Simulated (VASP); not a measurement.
# Au (I4/mmm) in VASP: a series of runs, part 2 of 2

VASP 6.6.1. The steps go on from the part before.

### 4 Single point, r2SCAN (strain +0.015 along x and y, -0.015 along z)

The input, POSCAR:

```
Au
1.0
   -1.6821280350      1.6821280350      1.6324099650
    1.6821280350     -1.6821280350      1.6324099650
    1.6821280350      1.6821280350     -1.6324099650
Au
1
Direct
    0.0000000000      0.0000000000      0.0000000000
```

The input, INCAR.step1:

```
SYSTEM = Au
  PREC = Accurate
  ENCUT = 520
  ISMEAR = 0
  SIGMA = 0.15
  LREAL = .False.
  LASPH = .True.
  NELM = 60
  NBANDS = 12
  GGA = PE
  ALGO = Normal
  EDIFF = 1E-4
  LWAVE = .True.
  LCHARG = .False.
```

The input, INCAR.step2:

```
SYSTEM = Au
  PREC = Accurate
  ENCUT = 520
  EDIFF = 1E-6
  ISMEAR = 0
  SIGMA = 0.15
  LREAL = .False.
  LASPH = .True.
  NELM = 60
  ALGO = Normal
  ISIF = 2
  LWAVE = .False.
  LCHARG = .False.
  METAGGA = R2SCAN
  LMIXTAU = .True.
  NBANDS = 12
  ISTART = 1
```

The input, KPOINTS:

```
Automatic mesh
0
Gamma
  20 20 20
  0 0 0
```

Potentials or basis: VASP PAW PBE potentials, release 64 (Au).

On the command line:

```console
cat potpaw_PBE.64/Au/POTCAR > POTCAR
cp INCAR.step1 INCAR
mpirun -np 1 vasp_std > vasp.out
cp INCAR.step2 INCAR
mpirun -np 1 vasp_std > vasp.out
```

OUTCAR:

```text
SYSTEM = Au
   PREC = Accurate
   ENCUT = 520
   EDIFF = 1E-6
   ISMEAR = 0
   LREAL = .False.
   LASPH = .True.
   NELM = 60
   ISIF = 2
   METAGGA = R2SCAN
   ISTART = 1

 ion  position               nearest neighbor table
   1  0.000  0.000  0.000-

  LATTYP: Found a body centered tetragonal cell.
 ALAT       =     3.3642560700
 C/A-ratio  =     0.9704433498

  Lattice vectors:

 A1 = (  -1.6821280350,   1.6821280350,   1.6324099650)
 A2 = (   1.6821280350,  -1.6821280350,   1.6324099650)
 A3 = (   1.6821280350,   1.6821280350,  -1.6324099650)

Analysis of symmetry for initial positions (statically):
=====================================================================
 Subroutine PRICEL returns:
 Original cell was already a primitive cell.

 Routine SETGRP: Setting up the symmetry group for a
 body centered tetragonal supercell.

 Subroutine GETGRP returns: Found 16 space group operations
 (whereof 16 operations were pure point group operations)
 out of a pool of 16 trial point group operations.

The static configuration has the point symmetry D_4h.

[... 167 lines left out ...]
  band No.  band energies     occupation
      1      -1.1724      2.00000
      2       3.2237      2.00000
      3       3.4031      2.00000
      4       3.4031      2.00000
      5       4.9644      2.00000
      6       5.1707      2.00000
      7      25.2416      0.00000
      8      25.2416      0.00000
      9      25.7902      0.00000
     10      31.5273      0.00000
     11      31.5273      0.00000
     12      32.4383      0.00000
[... 331 lines left out ...]
 k-point    24 :      -0.3500    0.0500    0.0000
  band No.  band energies     occupation
      1       1.2569      2.00000
      2       2.5808      2.00000
      3       4.1898      2.00000
      4       4.9223      2.00000
      5       5.1838      2.00000
      6       5.6254      2.00000
      7      17.0629      0.00000
      8      22.1374      0.00000
      9      23.6616      0.00000
     10      28.4744      0.00000
     11      29.2179      0.00000
     12      32.1560      0.00000

 [... further k-points ...]

------------------------ aborting loop because EDIFF is reached ----------------------------------------

  FORCE on cell =-STRESS in cart. coord.  units (eV):
  Direction    XX          YY          ZZ          XY          YZ          ZX
  --------------------------------------------------------------------------------------
  -------------------------------------------------------------------------------------
  Total       -0.7102475     -0.7102475     -0.7299628      0.0000000      0.0000000      0.0000000
  in kB      -61.5903929    -61.5903929    -63.3000358      0.0000000      0.0000000      0.0000000
  external PRESSURE =     -62.1602739 kB  Pullay stress =       0.0000000 kB

 VOLUME and BASIS-vectors are now :
 -----------------------------------------------------------------------------
  energy-cutoff  :      520.00
  volume of cell :       18.48
      direct lattice vectors                 reciprocal lattice vectors
    -1.682128035  1.682128035  1.632409965     0.000000000  0.297242534  0.306295606
     1.682128035 -1.682128035  1.632409965     0.297242534  0.000000000  0.306295606
     1.682128035  1.682128035 -1.632409965     0.297242534  0.297242534  0.000000000

 POSITION                                       TOTAL-FORCE (eV/Angst)
 -----------------------------------------------------------------------------------
      0.00000      0.00000      0.00000         0.000000     -0.000000      0.000000
 -----------------------------------------------------------------------------------
    total drift:                               -0.000000      0.000000      0.000000

  FREE ENERGIE OF THE ION-ELECTRON SYSTEM (eV)
  ---------------------------------------------------
  free  energy   TOTEN  =       -50.5591569620 eV

  energy  without entropy=      -50.5550004652  energy(sigma->0) =      -50.55707871
```

OUTCAR.step1:

```text
SYSTEM = Au
   PREC = Accurate
   ENCUT = 520
   ISMEAR = 0
   LREAL = .False.
   LASPH = .True.
   NELM = 60
[... 578 lines left out ...]
 -----------------------------------------------------------------------------------
      0.00000      0.00000      0.00000         0.000000     -0.000000      0.000000
 -----------------------------------------------------------------------------------
    total drift:                               -0.000000      0.000000     -0.000000

  FREE ENERGIE OF THE ION-ELECTRON SYSTEM (eV)
  ---------------------------------------------------
  free  energy   TOTEN  =        -3.1970509309 eV

  energy  without entropy=       -3.1933591144  energy(sigma->0) =       -3.19520502
```

Run time: 3.4 min. Hardware: 1 thread of Intel Xeon Platinum 8488C (Sapphire Rapids), shared host; peak memory 0.26 GiB.

Results:

| Property | Result |
| --- | --- |
| Free energy | -50.5592 eV |
| Pressure | -6.2 GPa |
| Band gap on the k mesh | zero (an odd number of electrons rules out a gap without spin polarisation) |

Stress tensor (GPa, compression positive):
```
-6.16  0.00  0.00
 0.00 -6.16  0.00
 0.00  0.00 -6.33
```

Caveat: the cell differs from its parent crystal (strain +0.015 along x and y, -0.015 along z); the cell stands under tension; the PAW data sets were made with another functional, which shifts forces and pressure a little; spin-orbit coupling is left out, which moves the levels of the heavy elements.

### 5 The runs side by side

| cell | gap on the mesh (eV) | pressure (GPa) |
| --- | --- | --- |
| a = 2.842 Å, angles 109.9, 109.9, 108.7°, 1 atom | none | -0.4 |
| a = 2.856 Å, angles 110.3, 110.3, 107.8°, 1 atom | none | -2.5 |
| a = 2.885 Å, angles 108.7, 108.7, 111.1°, 1 atom | none | -6.2 |

Alike in all rows: task single point; level r2SCAN; potentials or basis VASP PAW PBE potentials, release 64 (Au); no spin polarisation; k mesh 20 × 20 × 20; cutoff (eV) 520; smearing gaussian 0.15 eV.

Caveats: the PAW data sets were made with another functional, which shifts forces and pressure a little; spin-orbit coupling is left out, which moves the levels of the heavy elements; the cell stands under tension (at least some runs).

Total energies depend on the potentials used, so only differences within one code and one set of settings carry meaning.
